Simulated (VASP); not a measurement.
# O in VASP: single point with PBEsol

Aim: the single point of O with PBEsol.

All numbers are computed with VASP 6.6.1; they aren't measurements. Logs are shortened: lines on timing, memory, paths and dates and some standing lists are left out, and cuts for length are marked.

## Step 1: The cell of the first run

The cell holds a sublattice, 4 atoms: a = 4.788 Å, b = 4.867 Å, c = 3.241 Å, α = 90.00°, β = 90.00°, γ = 90.00°.

## Step 2: Single point, PBEsol, collinear spin, ferromagnetic start

File INCAR:

```
PREC = Accurate
ENCUT = 520
EDIFF = 1E-6
ISMEAR = 0
SIGMA = 0.1
LREAL = False
LASPH = True
NELM = 150
ALGO = Normal
ISIF = 2
LWAVE = False
LCHARG = True
ISPIN = 2
MAGMOM = 1 1 1 1
LORBIT = 11
GGA = PS
LELF = True
LVHAR = True
NBANDS = 24
```

File KPOINTS:

```
regular mesh
0
Gamma
  6 6 8
```

File POSCAR:

```
O
1.0
    4.7880040000      0.0000000000      0.0000000000
    0.0000000000      4.8665820000      0.0000000000
    0.0000000000      0.0000000000      3.2408980000
O
4
Direct
    0.2918550000      0.3210420000      0.0000000000
    0.7918550000      0.1789580000      0.5000000000
    0.2081450000      0.8210420000      0.5000000000
    0.7081450000      0.6789580000      0.0000000000
```

Potentials or basis: VASP PAW PBE potentials, release 64 (O).

Run with:

```bash
$ cat potpaw_PBE.64/O/POTCAR > POTCAR
$ mpirun -np 1 vasp_std > vasp.out
```

OUTCAR:

```text
PREC = Accurate
   ENCUT = 520
   EDIFF = 1E-6
   ISMEAR = 0
   LREAL = False
   LASPH = True
   NELM = 150
   ISIF = 2
   ISPIN = 2
   LORBIT = 11
   GGA = PS

 ion  position               nearest neighbor table
   1  0.292  0.321  0.000-
   2  0.792  0.179  0.500-
   3  0.208  0.821  0.500-
   4  0.708  0.679  0.000-

  LATTYP: Found a simple orthorhombic cell.
 ALAT       =     3.2408980000
 B/A-ratio  =     1.4773695439
 C/A-ratio  =     1.5016152930

  Lattice vectors:

 A1 = (   0.0000000000,   0.0000000000,   3.2408980000)
 A2 = (   4.7880040000,   0.0000000000,   0.0000000000)
 A3 = (   0.0000000000,   4.8665820000,   0.0000000000)

Analysis of symmetry for initial positions (statically):
=====================================================================
 Subroutine PRICEL returns:
 Original cell was already a primitive cell.

 Routine SETGRP: Setting up the symmetry group for a
 simple orthorhombic supercell.

 Subroutine GETGRP returns: Found  8 space group operations
 (whereof  4 operations were pure point group operations)
 out of a pool of  8 trial point group operations.

The static configuration has the point symmetry C_2h.
 The point group associated with its full space group is D_2h.

Analysis of symmetry for dynamics (positions and initial velocities):
=====================================================================
 Subroutine PRICEL returns:
 Original cell was already a primitive cell.

 Routine SETGRP: Setting up the symmetry group for a
 simple orthorhombic supercell.

 Subroutine GETGRP returns: Found  8 space group operations
 (whereof  4 operations were pure point group operations)
 out of a pool of  8 trial point group operations.

The dynamic configuration has the point symmetry C_2h.
 The point group associated with its full space group is D_2h.

Analysis of structural, dynamic, and magnetic symmetry:
=====================================================================
 Subroutine PRICEL returns:
 Original cell was already a primitive cell.

 Routine SETGRP: Setting up the symmetry group for a
 simple orthorhombic supercell.

 Subroutine GETGRP returns: Found  8 space group operations
 (whereof  4 operations were pure point group operations)
 out of a pool of  8 trial point group operations.

The overall configuration has the point symmetry C_2h.
 The point group associated with its full space group is D_2h.

 Subroutine INISYM returns: Found  8 space group operations
 (whereof  4 operations are pure point group operations),
 and found     1 'primitive' translations

----------------------------------------------------------------------------------------

                                     Primitive cell

  volume of cell :      75.5169

  direct lattice vectors                    reciprocal lattice vectors
     4.788004000  0.000000000  0.000000000     0.208855298  0.000000000  0.000000000
     0.000000000  4.866582000  0.000000000     0.000000000  0.205483027  0.000000000
     0.000000000  0.000000000  3.240898000     0.000000000  0.000000000  0.308556456

  length of vectors
     4.788004000  4.866582000  3.240898000     0.208855298  0.205483027  0.308556456

  position of ions in fractional coordinates (direct lattice)
     0.291855000  0.321042000  0.000000000
     0.791855000  0.178958000  0.500000000
     0.208145000  0.821042000  0.500000000
     0.708145000  0.678958000  0.000000000

  ion indices of the primitive-cell ions
   primitive index   ion index
                 1           1
                 2           2
                 3           3
                 4           4

----------------------------------------------------------------------------------------

 KPOINTS: regular mesh

Automatic generation of k-mesh.
 Grid dimensions read from file:
 generate k-points for:    6    6    8

 Generating k-lattice:

  Cartesian coordinates                     Fractional coordinates (reciprocal lattice)
     0.034809216  0.000000000  0.000000000     0.166666667  0.000000000  0.000000000
     0.000000000  0.034247171  0.000000000     0.000000000  0.166666667  0.000000000
     0.000000000  0.000000000  0.038569557     0.000000000  0.000000000  0.125000000

  Length of vectors
     0.034809216  0.034247171  0.038569557

  Shift w.r.t. Gamma in fractional coordinates (k-lattice)
     0.000000000  0.000000000  0.000000000

 Subroutine IBZKPT returns following result:
 ===========================================

 Found     80 irreducible k-points:

 Following reciprocal coordinates:
            Coordinates               Weight
  0.000000  0.000000  0.000000      1.000000
  0.166667  0.000000  0.000000      2.000000
  0.333333  0.000000  0.000000      2.000000
  0.500000  0.000000  0.000000      1.000000
  0.000000  0.166667  0.000000      2.000000
  0.166667  0.166667  0.000000      4.000000
[... 16 lines left out ...]
  0.333333  0.166667  0.125000      8.000000
  0.500000  0.166667  0.125000      4.000000
 [... further k-points ...]
   k-points           NKPTS =     80   k-points in BZ     NKDIM =     80   number of bands    NBANDS=     24
   number of dos      NEDOS =    301   number of ions     NIONS =      4
   total plane-waves  NPLWV =  31104
   dimension x,y,z NGX =    36 NGY =   36 NGZ =   24
   dimension x,y,z NGXF=    72 NGYF=   72 NGZF=   48
   ions per type =               4
   NGX,Y,Z   is equivalent  to a cutoff of  12.50, 12.30, 12.31 a.u.
   NGXF,Y,Z  is equivalent  to a cutoff of  25.00, 24.60, 24.62 a.u.
 SYSTEM =  unknown system
   PREC   = accura    normal or accurate (medium, high low for compatibility)
   ISTART =      0    job   : 0-new  1-cont  2-samecut
   ICHARG =      2    charge: 1-file 2-atom 10-const
   ISPIN  =      2    spin polarized calculation?
   LNONCOLLINEAR =      F non collinear calculations
   LSORBIT =      F    spin-orbit coupling
   LASPH  =      T    aspherical Exc in radial PAW
   ENCUT  =  520.0 eV  38.22 Ry    6.18 a.u.   8.90  9.05  6.03*2*pi/ulx,y,z
   NELM   =    150;   NELMIN=  2; NELMDL= -5     # of ELM steps
   EDIFF  = 0.1E-05   stopping-criterion for ELM
   LREAL  =      F    real-space projection
   EDIFFG = 0.1E-04   stopping-criterion for IOM
   NSW    =      0    number of steps for IOM
   IBRION =     -1    ionic relax: 0-MD 1-quasi-New 2-CG
   NFREE  =      0    steps in history (QN), initial steepest desc. (CG)
   ISIF   =      2    stress and relaxation
   ISYM   =      2    0-nonsym 1-usesym 2-fastsym
   POTIM  = 0.5000    time-step for ionic-motion
   TEBEG  =    0.0;   TEEND  =   0.0 temperature during run
   PSTRESS=    0.0 pullay stress
   NELECT =      24.0000    total number of electrons
   NUPDOWN=      -1.0000    fix difference up-down
   EMIN   =  10.00;   EMAX   =-10.00  energy-range for DOS
   EFERMI =   0.00;   METHOD = LEGACY
   ISMEAR =     0;   SIGMA  =   0.10  broadening in eV -4-tet -1-fermi 0-gaus
   EFERMI_NEDOS =   21; number of points for ismear=-14 and -15
   IALGO  =     38    algorithm
   IMIX   =      4    mixing-type and parameters
     AMIX     =   0.40;   BMIX     =  1.00
     AMIX_MAG =   1.60;   BMIX_MAG =  1.00
  volume/ion in A,a.u.               =      18.88       127.40
  Fermi-wavevector in a.u.,A,eV,Ry     =   1.117199  2.111200 16.981894  1.248134
  Thomas-Fermi vector in A             =   2.253820
   LORBIT       =     11    0 simple, 1 ext, 2 COOP (PROOUT), +10 PAW based schemes
   GGA     = PS    functional components
   LHFCALC =     F    Hartree Fock is set to
   AEXX    =    0.0000 exact exchange contribution
   IVDW    =     0    specifies the selected vdW correction
   LEPSILON=     F    determine dielectric tensor
   LRPA    =     F    only Hartree local field effects (RPA)
 spin polarized calculation
 Gauss-broadening in eV      SIGMA  =   0.10
  energy-cutoff  :      520.00
  volume of cell :       75.52
 maximum number of plane-waves:      2064
 NGX is ok and might be reduce to    36
   NGX = 17   NGY = 19   NGZ = 13

 number of electron      23.9999981 magnetization       7.9999981

 Free energy of the ion-electron system (eV)
  ---------------------------------------------------
  ext. energy  EPLUGINS =         0.00000000
  ---------------------------------------------------
  free energy    TOTEN  =        -9.77293342 eV

  energy without entropy =       -9.75895772  energy(sigma->0) =       -9.76594557

 E-fermi :  -3.7104     XC(G=0):  -7.8323

 val. band max:       -3.7199558435   @ k =   0.0000   0.0000   0.3750
 cond. band min:      -3.7064355820   @ k =   0.5000   0.0000   0.2500
 fundamental gap:      0.0135202615
 Fermi energy:        -3.7104295842

 spin component 1

 k-point     1 :       0.0000    0.0000    0.0000
  band No.  band energies     occupation
      1     -22.1669      1.00000
      2     -21.4439      1.00000
      3     -21.4194      1.00000
      4     -21.3214      1.00000
      5      -7.8597      1.00000
      6      -7.6307      1.00000
[... 16 lines left out ...]
     23      12.0976      0.00000
     24      14.9198      0.00000

 k-point     2 :       0.1667    0.0000    0.0000
  band No.  band energies     occupation
      1     -22.1262      1.00000
      2     -21.5150      1.00000
      3     -21.4083      1.00000
      4     -21.3083      1.00000
      5      -7.7943      1.00000
      6      -7.6019      1.00000
[... 16 lines left out ...]
     23      12.2036      0.00000
     24      14.8570      0.00000

 k-point     3 :       0.3333    0.0000    0.0000
  band No.  band energies     occupation
      1     -22.0117      1.00000
      2     -21.6674      1.00000
      3     -21.3780      1.00000
      4     -21.3120      1.00000
      5      -7.7403      1.00000
      6      -7.4323      1.00000
[... 16 lines left out ...]
     23      12.7989      0.00000
     24      15.0371      0.00000
[... 514 lines left out ...]
 k-point    23 :       0.3333    0.1667    0.1250
  band No.  band energies     occupation
      1     -21.9422      1.00000
      2     -21.6342      1.00000
      3     -21.4137      1.00000
      4     -21.3267      1.00000
      5      -7.6105      1.00000
      6      -7.4094      1.00000
[... 16 lines left out ...]
     23      12.8528      0.00000
     24      14.5968      0.00000

 k-point    24 :       0.5000    0.1667    0.1250
  band No.  band energies     occupation
      1     -21.7926      1.00000
      2     -21.7926      1.00000
      3     -21.3681      1.00000
      4     -21.3681      1.00000
      5      -7.5395      1.00000
      6      -7.5395      1.00000
[... 16 lines left out ...]
     23      13.9622      0.00000
     24      13.9622      0.00000

 [... further k-points ...]

 spin component 2

 k-point     1 :       0.0000    0.0000    0.0000
  band No.  band energies     occupation
      1     -18.9186      1.00000
      2     -17.9792      1.00000
      3     -17.9491      1.00000
      4     -17.8148      1.00000
      5      -5.1821      1.00000
      6      -4.7413      1.00000
[... 16 lines left out ...]
     23      13.1018      0.00000
     24      15.9605      0.00000

 k-point     2 :       0.1667    0.0000    0.0000
  band No.  band energies     occupation
      1     -18.8666      1.00000
      2     -18.0723      1.00000
      3     -17.9343      1.00000
      4     -17.7991      1.00000
      5      -5.0979      1.00000
      6      -4.6943      1.00000
[... 16 lines left out ...]
     23      13.2451      0.00000
     24      15.7991      0.00000

 k-point     3 :       0.3333    0.0000    0.0000
  band No.  band energies     occupation
      1     -18.7198      1.00000
      2     -18.2725      1.00000
      3     -17.8942      1.00000
      4     -17.8056      1.00000
      5      -4.9770      1.00000
      6      -4.5205      1.00000
[... 16 lines left out ...]
     23      13.6997      0.00000
     24      15.7411      0.00000
[... 514 lines left out ...]
 k-point    23 :       0.3333    0.1667    0.1250
  band No.  band energies     occupation
      1     -18.6292      1.00000
      2     -18.2267      1.00000
      3     -17.9426      1.00000
      4     -17.8253      1.00000
      5      -4.8101      1.00000
      6      -4.4692      1.00000
[... 16 lines left out ...]
     23      13.6696      0.00000
     24      15.3404      0.00000

 k-point    24 :       0.5000    0.1667    0.1250
  band No.  band energies     occupation
      1     -18.4347      1.00000
      2     -18.4347      1.00000
      3     -17.8814      1.00000
      4     -17.8814      1.00000
      5      -4.6780      1.00000
      6      -4.6780      1.00000
[... 16 lines left out ...]
     23      14.5782      0.00000
     24      14.5782      0.00000

 [... further k-points ...]
[... 5 lines left out ...]
  --------------------------------------------------------------------------------------
  -------------------------------------------------------------------------------------
  Total       -4.3269346     -4.3538638     -3.7312208     -0.0000000      0.0000000      0.0000000
  in kB      -91.8009128    -92.3722468    -79.1621564     -0.0000000      0.0000000      0.0000000
  external PRESSURE =     -87.7784387 kB  Pullay stress =       0.0000000 kB

 VOLUME and BASIS-vectors are now :
 -----------------------------------------------------------------------------
  energy-cutoff  :      520.00
  volume of cell :       75.52
      direct lattice vectors                 reciprocal lattice vectors
     4.788004000  0.000000000  0.000000000     0.208855298  0.000000000  0.000000000
     0.000000000  4.866582000  0.000000000     0.000000000  0.205483027  0.000000000
     0.000000000  0.000000000  3.240898000     0.000000000  0.000000000  0.308556456

 POSITION                                       TOTAL-FORCE (eV/Angst)
 -----------------------------------------------------------------------------------
      1.39740      1.56238      0.00000         0.137486      0.128694      0.000000
      3.79140      0.87091      1.62045         0.137486     -0.128694      0.000000
      0.99660      3.99567      1.62045        -0.137486      0.128694      0.000000
      3.39060      3.30420      0.00000        -0.137486     -0.128694      0.000000
 -----------------------------------------------------------------------------------
    total drift:                               -0.000000      0.000000     -0.000000

  FREE ENERGIE OF THE ION-ELECTRON SYSTEM (eV)
  ---------------------------------------------------
  free  energy   TOTEN  =        -9.7729334242 eV

  energy  without entropy=       -9.7589577239  energy(sigma->0) =       -9.76594557

 total charge

# of ion       s       p       d       tot
------------------------------------------
    1        1.629   2.878   0.000   4.507
    2        1.629   2.878   0.000   4.507
    3        1.629   2.878   0.000   4.507
    4        1.629   2.878   0.000   4.507
--------------------------------------------------
tot          6.514  11.513   0.000  18.028

 magnetization (x)

# of ion       s       p       d       tot
------------------------------------------
    1        0.015   1.638   0.000   1.653
    2        0.015   1.638   0.000   1.653
    3        0.015   1.638   0.000   1.653
    4        0.015   1.638   0.000   1.653
--------------------------------------------------
tot          0.061   6.551   0.000   6.612
```

It took 81 s on 1 thread of Intel Xeon 6975P-C (Granite Rapids), shared host; peak memory 0.31 GiB.

Results:

```yaml
Free_energy: -9.7729 eV
Pressure: -8.8 GPa
Largest_force: 0.188 eV/Å
Band_gap_on_the_k_mesh: zero (filled and empty bands overlap)
Net_moment: 8.00 μB per cell
Site_moments: O +1.65 μB
Valence_electrons_inside_the_program's_atomic_spheres: O 4.51
```

Forces on the atoms (eV/Å):
```
O    0.137  0.129  0.000
O    0.137 -0.129  0.000
O   -0.137  0.129  0.000
O   -0.137 -0.129  0.000
```

Levels at points of the mesh, in eV from the Fermi level:
Spin up:
```tsv
k point	band 14	band 15	band 16	band 17	band 18	band 19
(0.00, 0.00, 0.00)	-2.21	-1.91	-1.90	7.92	13.05	13.20
(0.50, 0.00, 0.00)	-2.46	-2.05	-2.05	9.82	9.82	13.25
(0.00, 0.50, 0.00)	-2.46	-2.07	-2.07	9.76	9.76	13.70
(0.50, 0.50, 0.00)	-2.64	-2.13	-2.13	11.05	11.05	11.35
(0.00, 0.00, 0.50)	-2.73	-2.23	-2.23	11.50	11.50	14.55
(0.50, 0.00, 0.50)	-2.53	-2.04	-2.04	12.57	12.57	12.61
(0.00, 0.50, 0.50)	-2.59	-2.01	-2.01	12.47	12.47	12.85
(0.50, 0.50, 0.50)	-2.38	-2.21	-2.21	12.82	12.82	13.01
```
Spin down:
```csv
k point,band 5,band 6,band 7,band 8,band 9,band 10,band 11,band 12
"(0.00, 0.00, 0.00)",-1.47,-1.03,-0.25,0.07,0.21,0.64,1.04,1.07
"(0.50, 0.00, 0.00)",-1.10,-1.10,-0.05,-0.05,0.59,0.59,0.90,0.90
"(0.00, 0.50, 0.00)",-0.94,-0.94,0.01,0.01,0.60,0.60,0.62,0.62
"(0.50, 0.50, 0.00)",-0.52,-0.52,-0.42,-0.42,0.75,0.75,0.83,0.83
"(0.00, 0.00, 0.50)",-0.62,-0.62,-0.07,-0.07,-0.03,-0.03,0.25,0.25
"(0.50, 0.00, 0.50)",-0.88,-0.88,-0.62,-0.62,0.09,0.09,0.45,0.45
"(0.00, 0.50, 0.50)",-1.04,-1.04,-0.53,-0.53,-0.02,-0.02,0.72,0.72
"(0.50, 0.50, 0.50)",-1.34,-1.34,-1.11,-1.11,0.83,0.83,0.93,0.93
```

Caveat: the PAW data sets were made with another functional, which shifts forces and pressure a little.
